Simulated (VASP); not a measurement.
# Sn3As (P6_3/mmc) in VASP: notebook

The runs below take Sn3As through single point, with PBE.

Everything below comes from runs of VASP 6.6.1. Logs are shortened: lines on timing, memory, paths and dates and some standing lists are left out, and cuts for length are marked.

## (1) The cell of the first run

It takes space group P6_3/mmc (No. 194, hexagonal). The conventional cell has a = 6.589 Å, b = 6.589 Å, c = 5.378 Å, α = 90.00°, β = 90.00°, γ = 120.00°. Sn (site symmetry mm2) has 8 Sn at 3.26 to 3.33 Å and 4 As at 3.29 to 3.31 Å within 4.3 Å. As (site symmetry -6m2) has 12 Sn at 3.29 to 3.31 Å within 4.3 Å.

## (2) Single point, PBE

Input file INCAR:

```
SYSTEM = Sn3As
PREC = Accurate
ENCUT = 520
EDIFF = 1E-6
ISMEAR = 0
SIGMA = 0.1
LREAL = .False.
LASPH = .True.
NELM = 60
ALGO = Fast
ISIF = 2
LWAVE = .False.
LCHARG = .True.
GGA = PE
LELF = .True.
LVHAR = .True.
NBANDS = 57
```

Input file KPOINTS:

```
Automatic mesh
0
Gamma
  3 3 4
  0 0 0
```

Input file POSCAR:

```
Sn3As
1.0
    6.5890145600      0.0000000000      0.0000000000
   -3.2945072800      5.7062539900      0.0000000000
    0.0000000000      0.0000000000      5.3780983500
Sn As
6 2
Direct
    0.3298673300      0.1649336700      0.7500000000
    0.8350663300      0.1649336700      0.7500000000
    0.8350663300      0.6701326700      0.7500000000
    0.6701326700      0.8350663300      0.2500000000
    0.1649336700      0.8350663300      0.2500000000
    0.1649336700      0.3298673300      0.2500000000
    0.6666666700      0.3333333300      0.2500000000
    0.3333333300      0.6666666700      0.7500000000
```

Potentials or basis: VASP PAW PBE potentials, release 64 (Sn_d, As).

Command:

```bash
$ cat potpaw_PBE.64/Sn_d/POTCAR potpaw_PBE.64/As/POTCAR > POTCAR
$ mpirun -np 1 vasp_std > vasp.out
```

OUTCAR:

```text
SYSTEM = Sn3As
   PREC = Accurate
   ENCUT = 520
   EDIFF = 1E-6
   ISMEAR = 0
   LREAL = .False.
   LASPH = .True.
   NELM = 60
   ISIF = 2
   GGA = PE

 ion  position               nearest neighbor table
   1  0.330  0.165  0.750-   3 3.26   2 3.26   6 3.28   6 3.28   5 3.28   5 3.28   8 3.29   8 3.29
                             7 3.31   7 3.31   3 3.33   2 3.33
   2  0.835  0.165  0.750-   3 3.26   1 3.26   4 3.28   4 3.28   6 3.28   6 3.28   8 3.29   8 3.29
                             7 3.31   7 3.31   3 3.33   1 3.33
   3  0.835  0.670  0.750-   1 3.26   2 3.26   4 3.28   4 3.28   5 3.28   5 3.28   8 3.29   8 3.29
                             7 3.31   7 3.31   2 3.33   1 3.33
   4  0.670  0.835  0.250-   6 3.26   5 3.26   3 3.28   3 3.28   2 3.28   2 3.28   7 3.29   7 3.29
                             8 3.31   8 3.31   6 3.33   5 3.33
   5  0.165  0.835  0.250-   6 3.26   4 3.26   1 3.28   1 3.28   3 3.28   3 3.28   7 3.29   7 3.29
                             8 3.31   8 3.31   6 3.33   4 3.33
   6  0.165  0.330  0.250-   4 3.26   5 3.26   1 3.28   1 3.28   2 3.28   2 3.28   7 3.29   7 3.29
                             8 3.31   8 3.31   5 3.33   4 3.33
   7  0.667  0.333  0.250-   4 3.29   5 3.29   5 3.29   4 3.29   6 3.29   6 3.29   2 3.31   2 3.31
                             3 3.31   3 3.31   1 3.31   1 3.31
   8  0.333  0.667  0.750-   1 3.29   2 3.29   2 3.29   1 3.29   3 3.29   3 3.29   5 3.31   5 3.31
                             6 3.31   6 3.31   4 3.31   4 3.31

  LATTYP: Found a hexagonal cell.
 ALAT       =     6.5890145600
 C/A-ratio  =     0.8162219557

  Lattice vectors:

 A1 = (   6.5890145600,   0.0000000000,   0.0000000000)
 A2 = (  -3.2945072800,   5.7062539900,   0.0000000000)
 A3 = (   0.0000000000,   0.0000000000,   5.3780983500)

Analysis of symmetry for initial positions (statically):
=====================================================================
 Subroutine PRICEL returns:
 Original cell was already a primitive cell.

 Routine SETGRP: Setting up the symmetry group for a
 hexagonal supercell.

 Subroutine GETGRP returns: Found 24 space group operations
 (whereof 12 operations were pure point group operations)
 out of a pool of 24 trial point group operations.

The static configuration has the point symmetry D_3d.
 The point group associated with its full space group is D_6h.

Analysis of symmetry for dynamics (positions and initial velocities):
=====================================================================
 Subroutine PRICEL returns:
 Original cell was already a primitive cell.

 Routine SETGRP: Setting up the symmetry group for a
 hexagonal supercell.

 Subroutine GETGRP returns: Found 24 space group operations
 (whereof 12 operations were pure point group operations)
 out of a pool of 24 trial point group operations.

The dynamic configuration has the point symmetry D_3d.
 The point group associated with its full space group is D_6h.

 Subroutine INISYM returns: Found 24 space group operations
 (whereof 12 operations are pure point group operations),
 and found     1 'primitive' translations

----------------------------------------------------------------------------------------

                                     Primitive cell

  volume of cell :     202.2089

  direct lattice vectors                    reciprocal lattice vectors
     6.589014560  0.000000000  0.000000000     0.151767763  0.087623159  0.000000000
    -3.294507280  5.706253990  0.000000000     0.000000000  0.175246318  0.000000000
     0.000000000  0.000000000  5.378098350     0.000000000  0.000000000  0.185939329

  length of vectors
     6.589014560  6.589014556  5.378098350     0.175246318  0.175246318  0.185939329

  position of ions in fractional coordinates (direct lattice)
     0.329867330  0.164933670  0.750000000
     0.835066330  0.164933670  0.750000000
     0.835066330  0.670132670  0.750000000
     0.670132670  0.835066330  0.250000000
     0.164933670  0.835066330  0.250000000
     0.164933670  0.329867330  0.250000000
     0.666666670  0.333333330  0.250000000
     0.333333330  0.666666670  0.750000000

  ion indices of the primitive-cell ions
   primitive index   ion index
                 1           1
                 2           2
                 3           3
                 4           4
                 5           5
                 6           6
                 7           7
                 8           8

----------------------------------------------------------------------------------------

 KPOINTS: Automatic mesh

Automatic generation of k-mesh.
 Grid dimensions read from file:
 generate k-points for:    3    3    4

 Generating k-lattice:

  Cartesian coordinates                     Fractional coordinates (reciprocal lattice)
     0.050589254  0.029207720  0.000000000     0.333333333 -0.000000000  0.000000000
     0.000000000  0.058415439  0.000000000     0.000000000  0.333333333  0.000000000
     0.000000000  0.000000000  0.046484832     0.000000000  0.000000000  0.250000000

  Length of vectors
     0.058415439  0.058415439  0.046484832

  Shift w.r.t. Gamma in fractional coordinates (k-lattice)
     0.000000000  0.000000000  0.000000000

 Subroutine IBZKPT returns following result:
 ===========================================

 Found      9 irreducible k-points:

 Following reciprocal coordinates:
            Coordinates               Weight
  0.000000  0.000000  0.000000      1.000000
  0.333333  0.000000  0.000000      6.000000
  0.333333  0.333333  0.000000      2.000000
  0.000000  0.000000  0.250000      2.000000
  0.333333  0.000000  0.250000     12.000000
  0.333333  0.333333  0.250000      4.000000
  0.000000  0.000000  0.500000      1.000000
  0.333333  0.000000  0.500000      6.000000
  0.333333  0.333333  0.500000      2.000000
   k-points           NKPTS =      9   k-points in BZ     NKDIM =      9   number of bands    NBANDS=     57
   number of dos      NEDOS =    301   number of ions     NIONS =      8
   total plane-waves  NPLWV = 100000
   dimension x,y,z NGX =    50 NGY =   50 NGZ =   40
   dimension x,y,z NGXF=   100 NGYF=  100 NGZF=   80
   ions per type =               6   2
   NGX,Y,Z   is equivalent  to a cutoff of  12.62, 12.62, 12.36 a.u.
   NGXF,Y,Z  is equivalent  to a cutoff of  25.23, 25.23, 24.73 a.u.
 SYSTEM =  Sn3As
   PREC   = accura    normal or accurate (medium, high low for compatibility)
   ISTART =      0    job   : 0-new  1-cont  2-samecut
   ICHARG =      2    charge: 1-file 2-atom 10-const
   ISPIN  =      1    spin polarized calculation?
   LNONCOLLINEAR =      F non collinear calculations
   LSORBIT =      F    spin-orbit coupling
   LASPH  =      T    aspherical Exc in radial PAW
   ENCUT  =  520.0 eV  38.22 Ry    6.18 a.u.  12.25 12.25 10.00*2*pi/ulx,y,z
   NELM   =     60;   NELMIN=  2; NELMDL= -5     # of ELM steps
   EDIFF  = 0.1E-05   stopping-criterion for ELM
   LREAL  =      F    real-space projection
   EDIFFG = 0.1E-04   stopping-criterion for IOM
   NSW    =      0    number of steps for IOM
   IBRION =     -1    ionic relax: 0-MD 1-quasi-New 2-CG
   NFREE  =      0    steps in history (QN), initial steepest desc. (CG)
   ISIF   =      2    stress and relaxation
   ISYM   =      2    0-nonsym 1-usesym 2-fastsym
   POTIM  = 0.5000    time-step for ionic-motion
   TEBEG  =    0.0;   TEEND  =   0.0 temperature during run
   PSTRESS=    0.0 pullay stress
   NELECT =      94.0000    total number of electrons
   NUPDOWN=      -1.0000    fix difference up-down
   EMIN   =  10.00;   EMAX   =-10.00  energy-range for DOS
   EFERMI =   0.00;   METHOD = LEGACY
   ISMEAR =     0;   SIGMA  =   0.10  broadening in eV -4-tet -1-fermi 0-gaus
   EFERMI_NEDOS =   21; number of points for ismear=-14 and -15
   IALGO  =     68    algorithm
   IMIX   =      4    mixing-type and parameters
     AMIX     =   0.40;   BMIX     =  1.00
     AMIX_MAG =   1.60;   BMIX_MAG =  1.00
  volume/ion in A,a.u.               =      25.28       170.57
  Fermi-wavevector in a.u.,A,eV,Ry     =   1.268189  2.396530 21.882299  1.608304
  Thomas-Fermi vector in A             =   2.401297
   LORBIT       =      0    0 simple, 1 ext, 2 COOP (PROOUT), +10 PAW based schemes
   GGA     = PE    functional components
   LHFCALC =     F    Hartree Fock is set to
   AEXX    =    0.0000 exact exchange contribution
   IVDW    =     0    specifies the selected vdW correction
   LEPSILON=     F    determine dielectric tensor
   LRPA    =     F    only Hartree local field effects (RPA)
 non-spin polarized calculation
 RMM-DIIS sequential band-by-band and
 Gauss-broadening in eV      SIGMA  =   0.10
  energy-cutoff  :      520.00
  volume of cell :      202.21
 maximum number of plane-waves:      5480
 NGX is ok and might be reduce to    50
   NGX = 25   NGY = 25   NGZ = 19

 number of electron      94.0000026 magnetization

 Free energy of the ion-electron system (eV)
  ---------------------------------------------------
  ext. energy  EPLUGINS =         0.00000000
  ---------------------------------------------------
  free energy    TOTEN  =       -30.77089783 eV

  energy without entropy =      -30.72606899  energy(sigma->0) =      -30.74848341

 E-fermi :   7.6210     XC(G=0): -10.4189

 val. band max:        7.6185586868   @ k =   0.3333   0.3333   0.2500
 cond. band min:       7.7960586225   @ k =   0.3333   0.3333   0.5000
 fundamental gap:      0.1774999356
 Fermi energy:         7.6210215496

 k-point     1 :       0.0000    0.0000    0.0000
  band No.  band energies     occupation
      1     -13.9614      2.00000
      2     -13.9559      2.00000
      3     -13.9559      2.00000
      4     -13.9233      2.00000
      5     -13.9099      2.00000
      6     -13.9015      2.00000
[... 49 lines left out ...]
     56      11.4740      0.00000
     57      13.1906      0.00000

 k-point     2 :       0.3333    0.0000    0.0000
  band No.  band energies     occupation
      1     -13.9513      2.00000
      2     -13.9228      2.00000
      3     -13.9210      2.00000
      4     -13.9120      2.00000
      5     -13.9078      2.00000
      6     -13.9047      2.00000
[... 49 lines left out ...]
     56      10.7423      0.00000
     57      11.2204      0.00000

 k-point     3 :       0.3333    0.3333    0.0000
  band No.  band energies     occupation
      1     -13.9289      2.00000
      2     -13.9195      2.00000
      3     -13.9195      2.00000
      4     -13.8977      2.00000
      5     -13.8921      2.00000
      6     -13.8921      2.00000
[... 49 lines left out ...]
     56      11.8020      0.00000
     57      12.1575      0.00000

 k-point     4 :       0.0000    0.0000    0.2500
  band No.  band energies     occupation
      1     -13.9518      2.00000
      2     -13.9506      2.00000
      3     -13.9506      2.00000
      4     -13.9304      2.00000
      5     -13.9200      2.00000
      6     -13.9200      2.00000
[... 49 lines left out ...]
     56      11.1691      0.00000
     57      12.3380      0.00000

 k-point     5 :       0.3333    0.0000    0.2500
  band No.  band energies     occupation
      1     -13.9464      2.00000
      2     -13.9249      2.00000
      3     -13.9171      2.00000
      4     -13.9120      2.00000
      5     -13.9098      2.00000
      6     -13.9036      2.00000
[... 49 lines left out ...]
     56      11.4586      0.00000
     57      12.6185      0.00000

 k-point     6 :       0.3333    0.3333    0.2500
  band No.  band energies     occupation
      1     -13.9209      2.00000
      2     -13.9209      2.00000
      3     -13.9070      2.00000
      4     -13.9020      2.00000
      5     -13.9020      2.00000
      6     -13.8929      2.00000
[... 49 lines left out ...]
     56      10.3136      0.00000
     57      11.2305      0.00000

 k-point     7 :       0.0000    0.0000    0.5000
  band No.  band energies     occupation
      1     -13.9382      2.00000
      2     -13.9382      2.00000
      3     -13.9382      2.00000
      4     -13.9382      2.00000
      5     -13.9294      2.00000
      6     -13.9294      2.00000
[... 49 lines left out ...]
     56      12.0166      0.00000
     57      12.0166      0.00000

 k-point     8 :       0.3333    0.0000    0.5000
  band No.  band energies     occupation
      1     -13.9366      2.00000
      2     -13.9366      2.00000
      3     -13.9101      2.00000
      4     -13.9101      2.00000
      5     -13.9100      2.00000
      6     -13.9100      2.00000
[... 49 lines left out ...]
     56      10.8528      0.00000
     57      11.6036      0.00000

 k-point     9 :       0.3333    0.3333    0.5000
  band No.  band energies     occupation
      1     -13.9240      2.00000
      2     -13.9240      2.00000
      3     -13.9026      2.00000
      4     -13.9026      2.00000
      5     -13.8988      2.00000
      6     -13.8988      2.00000
[... 49 lines left out ...]
     56      10.4227      0.00000
     57      10.4909      0.00000

------------------------ aborting loop because EDIFF is reached ----------------------------------------

  FORCE on cell =-STRESS in cart. coord.  units (eV):
  Direction    XX          YY          ZZ          XY          YZ          ZX
  --------------------------------------------------------------------------------------
  -------------------------------------------------------------------------------------
  Total        2.4391913      2.4391913     -0.2491381      0.0000000      0.0000000      0.0000000
  in kB       19.3266304     19.3266304     -1.9740150      0.0000000      0.0000000      0.0000000
  external PRESSURE =      12.2264152 kB  Pullay stress =       0.0000000 kB

 VOLUME and BASIS-vectors are now :
 -----------------------------------------------------------------------------
  energy-cutoff  :      520.00
  volume of cell :      202.21
      direct lattice vectors                 reciprocal lattice vectors
     6.589014560  0.000000000  0.000000000     0.151767763  0.087623159  0.000000000
    -3.294507280  5.706253990  0.000000000     0.000000000  0.175246318  0.000000000
     0.000000000  0.000000000  5.378098350     0.000000000  0.000000000  0.185939329

 POSITION                                       TOTAL-FORCE (eV/Angst)
 -----------------------------------------------------------------------------------
      1.63013      0.94115      4.03357         0.333081      0.192304     -0.000000
      4.95889      0.94115      4.03357        -0.333081      0.192304     -0.000000
      3.29451      3.82395      4.03357        -0.000000     -0.384609     -0.000000
      1.66438      4.76510      1.34452        -0.333081     -0.192304      0.000000
     -1.66438      4.76510      1.34452         0.333081     -0.192304      0.000000
      0.00000      1.88231      1.34452         0.000000      0.384609      0.000000
      3.29451      1.90208      1.34452         0.000000     -0.000000      0.000000
     -0.00000      3.80417      4.03357         0.000000     -0.000000      0.000000
 -----------------------------------------------------------------------------------
    total drift:                               -0.000021      0.000012      0.000000

  FREE ENERGIE OF THE ION-ELECTRON SYSTEM (eV)
  ---------------------------------------------------
  free  energy   TOTEN  =       -30.7708978263 eV

  energy  without entropy=      -30.7260689878  energy(sigma->0) =      -30.74848341
```

It took 3.2 min on 1 thread of AMD EPYC 7R43 (Zen 3), shared host; peak memory 0.29 GiB.

What came out:

| Item | Value |
| --- | --- |
| Free energy | -30.7709 eV |
| Pressure | 1.2 GPa |
| Largest force | 0.385 eV/Å |
| Band gap on the k mesh | zero (band 47 reaches 9.84 eV, above the bottom of band 48 at 6.93 eV) |

Forces in eV/Å, atoms in the order of the input:
```
Sn   0.333  0.192  0.000
Sn  -0.333  0.192  0.000
Sn   0.000 -0.385  0.000
Sn  -0.333 -0.192  0.000
Sn   0.333 -0.192  0.000
Sn   0.000  0.385  0.000
As   0.000  0.000  0.000
As   0.000  0.000  0.000
```

Caveat: the k points lie up to 0.37 Å⁻¹ apart; spin-orbit coupling is left out, which moves the levels of the heavy elements.

(Part 1 of 2 ends here.)
